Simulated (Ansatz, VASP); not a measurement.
K2S in VASP and in Ansatz

INCAR

```
SYSTEM = K2S
PREC     = Accurate       ! precision mode
ENCUT    = 500            ! plane-wave cutoff, eV
EDIFF    = 1E-6           ! SCF threshold, eV
ISMEAR   = -1             ! smearing method
SIGMA    = 0.01           ! smearing width, eV
LREAL    = .False.        ! projectors in reciprocal space
LASPH    = .True.         ! aspherical terms in the spheres
NELM     = 120            ! most SCF steps
ALGO     = Normal         ! electronic algorithm
ISIF     = 2              ! what is computed and relaxed
LWAVE    = .False.        ! write WAVECAR
LCHARG   = .False.        ! write CHGCAR
GGA      = PE             ! functional
NBANDS   = 19             ! bands
GGA_COMPAT= .False.
```

KPOINTS

```
Automatic mesh
0
Gamma
  7 7 7
  0 0 0
```

The input POSCAR:

```
K2S
1.0
    0.0000000000      3.6955000000      3.6955000000
    3.6955000000      0.0000000000      3.6955000000
    3.6955000000      3.6955000000      0.0000000000
K S
2 1
Direct
    0.2500000000      0.2500000000      0.2500000000
    0.7500000000      0.7500000000      0.7500000000
    0.0000000000      0.0000000000      0.0000000000
```

Input for Ansatz:

```yaml
crystal:
  lattice:
    - [0.0, 3.6955, 3.6955]
    - [3.6955, 0.0, 3.6955]
    - [3.6955, 3.6955, 0.0]
  atoms:
    - { symbol: K, position: [0.25, 0.25, 0.25] }
    - { symbol: K, position: [0.75, 0.75, 0.75] }
    - { symbol: S, position: [0.0, 0.0, 0.0] }
kpoints:
  mp_grid: { grid: [7, 7, 7] }
  band_path:
    path:
      - [0.0, 0.0, 0.0]
      - [0.5, 0.0, 0.5]
      - [0.625, 0.25, 0.625]
      - [0.375, 0.375, 0.75]
      - [0.0, 0.0, 0.0]
      - [0.5, 0.5, 0.5]
      - [0.5, 0.25, 0.75]
      - [0.5, 0.0, 0.5]
    npoints: 14
scf:
  occupations: { method: fermi_dirac, width: 0.01 }
hamiltonian:
  xc: pbe
  pseudopotentials: { kind: all_electron, lapw: { basis_error: 0.0005 } }
output:
  forces: true
  stress: true
  eigenvalues: true
  fatbands: true
  populations: true
  dos: { projected: true, de: 0.2, e_range: [-14, 8] }
```

Alike in both runs: task single point; functional PBE; k mesh 7 × 7 × 7; occupations fermi-dirac, width 0.01 eV; no spin polarisation.

|  | VASP | Ansatz |
| --- | --- | --- |
| version | VASP 6.6.1 | Ansatz 0.2.0 |
| potentials or method | VASP PAW PBE potentials, release 64 (K_sv, S), cutoff 500 eV | all-electron LAPW, scalar-relativistic |

```csv
,VASP,Ansatz,Ansatz less VASP
gap on the k mesh at the Fermi level (eV),2.40,2.40,+0.001
pressure (GPa),0.6,0.6,-0.03
```

Ansatz ran all-electron here, and VASP with PAW potentials.
